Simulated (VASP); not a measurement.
# MoS2 (P6_3/mmc) in VASP: a series of runs

The runs below take MoS2 through single point, with PBEsol.

All numbers are computed with VASP 6.6.1; they aren't measurements. Logs are shortened: lines on timing, memory, paths and dates and some standing lists are left out, and cuts for length are marked.

## Step 1: The cell of the first run

It takes space group P6_3/mmc (No. 194, hexagonal). Conventional cell: a = 3.284 Å, b = 3.284 Å, c = 10.953 Å, α = 90.00°, β = 90.00°, γ = 120.00°. Within 3.1 Å of Mo (site symmetry -6m2) lie 6 S at 2.33 Å. Within 3.1 Å of S (site symmetry 3m) lie 3 Mo at 2.33 Å and 1 S at 2.72 Å.

## Step 2: Single point, PBEsol (17.05 Å³/atom)

The input, INCAR:

```
SYSTEM = MoS2
PREC = Accurate
ENCUT = 520
EDIFF = 1E-7
ISMEAR = 1
SIGMA = 0.2
LREAL = .False.
LASPH = .True.
NELM = 60
ALGO = Normal
ISIF = 2
LWAVE = .False.
LCHARG = .False.
GGA = PS
NBANDS = 35
```

The input, KPOINTS:

```
regular mesh
0
Gamma
  12 12 4
  0 0 0
```

The input, POSCAR:

```
MoS2
1.0
    3.2838404160      0.0000000000      0.0000000000
   -1.6419202080      2.8438892222      0.0000000000
    0.0000000000      0.0000000000     10.9529213236
Mo S
2 4
Direct
    0.3333333333      0.6666666667      0.2500000000
    0.6666666667      0.3333333333      0.7500000000
    0.3333333333      0.6666666667      0.6259932117
    0.6666666667      0.3333333333      0.1259932117
    0.3333333333      0.6666666667      0.8740067883
    0.6666666667      0.3333333333      0.3740067883
```

Potentials or basis: VASP PAW PBE potentials, release 64 (Mo_sv, S).

On the command line:

```bash
$ cat potpaw_PBE.64/Mo_sv/POTCAR potpaw_PBE.64/S/POTCAR > POTCAR
$ mpirun -np 1 vasp_std > vasp.out
```

OUTCAR:

```text
SYSTEM = MoS2
   PREC = Accurate
   ENCUT = 520
   EDIFF = 1E-7
   ISMEAR = 1
   LREAL = .False.
   LASPH = .True.
   NELM = 60
   ISIF = 2
   GGA = PS

 ion  position               nearest neighbor table
   1  0.333  0.667  0.250-   4 2.33   6 2.33   4 2.33   6 2.33   4 2.33   6 2.33
   2  0.667  0.333  0.750-   3 2.33   5 2.33   3 2.33   5 2.33   3 2.33   5 2.33
   3  0.333  0.667  0.626-   2 2.33   2 2.33   2 2.33   5 2.72
   4  0.667  0.333  0.126-   1 2.33   1 2.33   1 2.33   6 2.72
   5  0.333  0.667  0.874-   2 2.33   2 2.33   2 2.33   3 2.72
   6  0.667  0.333  0.374-   1 2.33   1 2.33   1 2.33   4 2.72

  LATTYP: Found a hexagonal cell.
 ALAT       =     3.2838404160
 C/A-ratio  =     3.3354000000

  Lattice vectors:

 A1 = (   3.2838404160,   0.0000000000,   0.0000000000)
 A2 = (  -1.6419202080,   2.8438892222,   0.0000000000)
 A3 = (   0.0000000000,   0.0000000000,  10.9529213236)

Analysis of symmetry for initial positions (statically):
=====================================================================
 Subroutine PRICEL returns:
 Original cell was already a primitive cell.

 Routine SETGRP: Setting up the symmetry group for a
 hexagonal supercell.

 Subroutine GETGRP returns: Found 24 space group operations
 (whereof 12 operations were pure point group operations)
 out of a pool of 24 trial point group operations.

The static configuration has the point symmetry D_3d.
 The point group associated with its full space group is D_6h.

Analysis of symmetry for dynamics (positions and initial velocities):
=====================================================================
 Subroutine PRICEL returns:
 Original cell was already a primitive cell.

 Routine SETGRP: Setting up the symmetry group for a
 hexagonal supercell.

 Subroutine GETGRP returns: Found 24 space group operations
 (whereof 12 operations were pure point group operations)
 out of a pool of 24 trial point group operations.

The dynamic configuration has the point symmetry D_3d.
 The point group associated with its full space group is D_6h.

 Subroutine INISYM returns: Found 24 space group operations
 (whereof 12 operations are pure point group operations),
 and found     1 'primitive' translations

----------------------------------------------------------------------------------------

                                     Primitive cell

  volume of cell :     102.2880

  direct lattice vectors                    reciprocal lattice vectors
     3.283840416  0.000000000  0.000000000     0.304521497  0.175815568  0.000000000
    -1.641920208  2.843889222  0.000000000     0.000000000  0.351631137  0.000000000
     0.000000000  0.000000000 10.952921324     0.000000000  0.000000000  0.091299843

  length of vectors
     3.283840416  3.283840416 10.952921324     0.351631137  0.351631137  0.091299843

  position of ions in fractional coordinates (direct lattice)
     0.333333333  0.666666667  0.250000000
     0.666666667  0.333333333  0.750000000
     0.333333333  0.666666667  0.625993212
     0.666666667  0.333333333  0.125993212
     0.333333333  0.666666667  0.874006788
     0.666666667  0.333333333  0.374006788

  ion indices of the primitive-cell ions
   primitive index   ion index
                 1           1
                 2           2
                 3           3
                 4           4
                 5           5
                 6           6

----------------------------------------------------------------------------------------

 KPOINTS: regular mesh

Automatic generation of k-mesh.
 Grid dimensions read from file:
 generate k-points for:   12   12    4

 Generating k-lattice:

  Cartesian coordinates                     Fractional coordinates (reciprocal lattice)
     0.025376791  0.014651297  0.000000000     0.083333333  0.000000000  0.000000000
     0.000000000  0.029302595  0.000000000     0.000000000  0.083333333  0.000000000
     0.000000000  0.000000000  0.022824961     0.000000000  0.000000000  0.250000000

  Length of vectors
     0.029302595  0.029302595  0.022824961

  Shift w.r.t. Gamma in fractional coordinates (k-lattice)
     0.000000000  0.000000000  0.000000000

 Subroutine IBZKPT returns following result:
 ===========================================

 Found     57 irreducible k-points:

 Following reciprocal coordinates:
            Coordinates               Weight
  0.000000  0.000000  0.000000      1.000000
  0.083333 -0.000000  0.000000      6.000000
  0.166667 -0.000000  0.000000      6.000000
  0.250000 -0.000000  0.000000      6.000000
  0.333333 -0.000000  0.000000      6.000000
  0.416667 -0.000000  0.000000      6.000000
[... 16 lines left out ...]
  0.250000 -0.000000  0.250000     12.000000
  0.333333 -0.000000  0.250000     12.000000
 [... further k-points ...]
   k-points           NKPTS =     57   k-points in BZ     NKDIM =     57   number of bands    NBANDS=     35
   number of dos      NEDOS =    301   number of ions     NIONS =      6
   total plane-waves  NPLWV =  48384
   dimension x,y,z NGX =    24 NGY =   24 NGZ =   84
   dimension x,y,z NGXF=    48 NGYF=   48 NGZF=  168
   ions per type =               2   4
   NGX,Y,Z   is equivalent  to a cutoff of  12.15, 12.15, 12.75 a.u.
   NGXF,Y,Z  is equivalent  to a cutoff of  24.30, 24.30, 25.50 a.u.
 SYSTEM =  MoS2
   PREC   = accura    normal or accurate (medium, high low for compatibility)
   ISTART =      0    job   : 0-new  1-cont  2-samecut
   ICHARG =      2    charge: 1-file 2-atom 10-const
   ISPIN  =      1    spin polarized calculation?
   LNONCOLLINEAR =      F non collinear calculations
   LSORBIT =      F    spin-orbit coupling
   LASPH  =      T    aspherical Exc in radial PAW
   ENCUT  =  520.0 eV  38.22 Ry    6.18 a.u.   6.11  6.11 20.37*2*pi/ulx,y,z
   NELM   =     60;   NELMIN=  2; NELMDL= -5     # of ELM steps
   EDIFF  = 0.1E-06   stopping-criterion for ELM
   LREAL  =      F    real-space projection
   EDIFFG = 0.1E-05   stopping-criterion for IOM
   NSW    =      0    number of steps for IOM
   IBRION =     -1    ionic relax: 0-MD 1-quasi-New 2-CG
   NFREE  =      0    steps in history (QN), initial steepest desc. (CG)
   ISIF   =      2    stress and relaxation
   ISYM   =      2    0-nonsym 1-usesym 2-fastsym
   POTIM  = 0.5000    time-step for ionic-motion
   TEBEG  =    0.0;   TEEND  =   0.0 temperature during run
   PSTRESS=    0.0 pullay stress
   NELECT =      52.0000    total number of electrons
   NUPDOWN=      -1.0000    fix difference up-down
   EMIN   =  10.00;   EMAX   =-10.00  energy-range for DOS
   EFERMI =   0.00;   METHOD = LEGACY
   ISMEAR =     1;   SIGMA  =   0.20  broadening in eV -4-tet -1-fermi 0-gaus
   EFERMI_NEDOS =   21; number of points for ismear=-14 and -15
   IALGO  =     38    algorithm
   IMIX   =      4    mixing-type and parameters
     AMIX     =   0.40;   BMIX     =  1.00
     AMIX_MAG =   1.60;   BMIX_MAG =  1.00
  volume/ion in A,a.u.               =      17.05       115.05
  Fermi-wavevector in a.u.,A,eV,Ry     =   1.306575  2.469069 23.227030  1.707139
  Thomas-Fermi vector in A             =   2.437368
   LORBIT       =      0    0 simple, 1 ext, 2 COOP (PROOUT), +10 PAW based schemes
   GGA     = PS    functional components
   LHFCALC =     F    Hartree Fock is set to
   AEXX    =    0.0000 exact exchange contribution
   IVDW    =     0    specifies the selected vdW correction
   LEPSILON=     F    determine dielectric tensor
   LRPA    =     F    only Hartree local field effects (RPA)
 non-spin polarized calculation
 Methfessel and Paxton  Order N= 1 SIGMA  =   0.20
  energy-cutoff  :      520.00
  volume of cell :      102.29
 maximum number of plane-waves:      2790
   NGX = 13   NGY = 13   NGZ = 41

 number of electron      51.9999998 magnetization

 Free energy of the ion-electron system (eV)
  ---------------------------------------------------
  ext. energy  EPLUGINS =         0.00000000
  ---------------------------------------------------
  free energy    TOTEN  =       -45.50104717 eV

  energy without entropy =      -45.49550666  energy(sigma->0) =      -45.49920033

 E-fermi :   8.3761     XC(G=0): -11.2103

 val. band max:        8.2995550311   @ k =   0.0833  -0.0000   0.0000
 cond. band min:       8.3881769305   @ k =   0.3333   0.2500   0.0000
 fundamental gap:      0.0886218994
 Fermi energy:         8.3761288011

 k-point     1 :       0.0000    0.0000    0.0000
  band No.  band energies     occupation
      1     -53.3487      2.00000
      2     -53.3487      2.00000
      3     -27.4834      2.00000
      4     -27.4829      2.00000
      5     -27.4763      2.00000
      6     -27.4763      2.00000
[... 27 lines left out ...]
     34      11.0134     -0.00000
     35      12.5788      0.00000

 k-point     2 :       0.0833   -0.0000    0.0000
  band No.  band energies     occupation
      1     -53.3468      2.00000
      2     -53.3468      2.00000
      3     -27.4985      2.00000
      4     -27.4985      2.00000
      5     -27.4812      2.00000
      6     -27.4812      2.00000
[... 27 lines left out ...]
     34      10.8818     -0.00000
     35      13.0211      0.00000

 k-point     3 :       0.1667   -0.0000    0.0000
  band No.  band energies     occupation
      1     -53.3417      2.00000
      2     -53.3417      2.00000
      3     -27.5585      2.00000
      4     -27.5585      2.00000
      5     -27.4946      2.00000
      6     -27.4946      2.00000
[... 27 lines left out ...]
     34      10.8956     -0.00000
     35      14.1017      0.00000
[... 723 lines left out ...]
 k-point    23 :       0.2500   -0.0000    0.2500
  band No.  band energies     occupation
      1     -53.3347      2.00000
      2     -53.3347      2.00000
      3     -27.6395      2.00000
      4     -27.6395      2.00000
      5     -27.5128      2.00000
      6     -27.5128      2.00000
[... 27 lines left out ...]
     34      11.4522     -0.00000
     35      15.2375      0.00000

 k-point    24 :       0.3333   -0.0000    0.2500
  band No.  band energies     occupation
      1     -53.3277      2.00000
      2     -53.3277      2.00000
      3     -27.7194      2.00000
      4     -27.7194      2.00000
      5     -27.5310      2.00000
      6     -27.5310      2.00000
[... 27 lines left out ...]
     34      12.0245     -0.00000
     35      14.4595      0.00000

 [... further k-points ...]

------------------------ aborting loop because EDIFF is reached ----------------------------------------

  FORCE on cell =-STRESS in cart. coord.  units (eV):
  Direction    XX          YY          ZZ          XY          YZ          ZX
  --------------------------------------------------------------------------------------
  -------------------------------------------------------------------------------------
  Total        0.4041171      0.4041171     18.9938299      0.0000000     -0.0000000      0.0000000
  in kB        6.3298458      6.3298458    297.5078573      0.0000000     -0.0000000      0.0000000
  external PRESSURE =     103.3891830 kB  Pullay stress =       0.0000000 kB

 VOLUME and BASIS-vectors are now :
 -----------------------------------------------------------------------------
  energy-cutoff  :      520.00
  volume of cell :      102.29
      direct lattice vectors                 reciprocal lattice vectors
     3.283840416  0.000000000  0.000000000     0.304521497  0.175815568  0.000000000
    -1.641920208  2.843889222  0.000000000     0.000000000  0.351631137  0.000000000
     0.000000000  0.000000000 10.952921324     0.000000000  0.000000000  0.091299843

 POSITION                                       TOTAL-FORCE (eV/Angst)
 -----------------------------------------------------------------------------------
     -0.00000      1.89593      2.73823         0.000000     -0.000000      0.000000
      1.64192      0.94796      8.21469        -0.000000      0.000000      0.000000
     -0.00000      1.89593      6.85645        -0.000000      0.000000     -2.996986
      1.64192      0.94796      1.37999         0.000000     -0.000000     -2.996986
     -0.00000      1.89593      9.57293        -0.000000      0.000000      2.996986
      1.64192      0.94796      4.09647         0.000000     -0.000000      2.996986
 -----------------------------------------------------------------------------------
    total drift:                               -0.000000      0.000000     -0.000000

  FREE ENERGIE OF THE ION-ELECTRON SYSTEM (eV)
  ---------------------------------------------------
  free  energy   TOTEN  =       -45.5010471673 eV

  energy  without entropy=      -45.4955066649  energy(sigma->0) =      -45.49920033
```

Wall time 2.3 min (1 thread of Intel Xeon Platinum 8488C (Sapphire Rapids), shared host); peak memory 0.3 GiB.

What came out:

```
Free energy            : -45.5010 eV
Pressure               : 10.3 GPa
Largest force          : 2.997 eV/Å
Band gap on the k mesh : zero (bands 26 and 27 overlap by 1.00 eV)
```

Forces on the atoms (eV/Å):
```
Mo   0.000  0.000  0.000
Mo   0.000  0.000  0.000
S    0.000  0.000 -2.997
S    0.000  0.000 -2.997
S    0.000  0.000  2.997
S    0.000  0.000  2.997
```

Caveat: the stress differs along the axes, from 1 to 30 GPa; the PAW data sets were made with another functional, which shifts forces and pressure a little.

(Part 1 of 2 ends here.)

The gap in the log of VASP goes by the Fermi energy; the results here count the filled bands.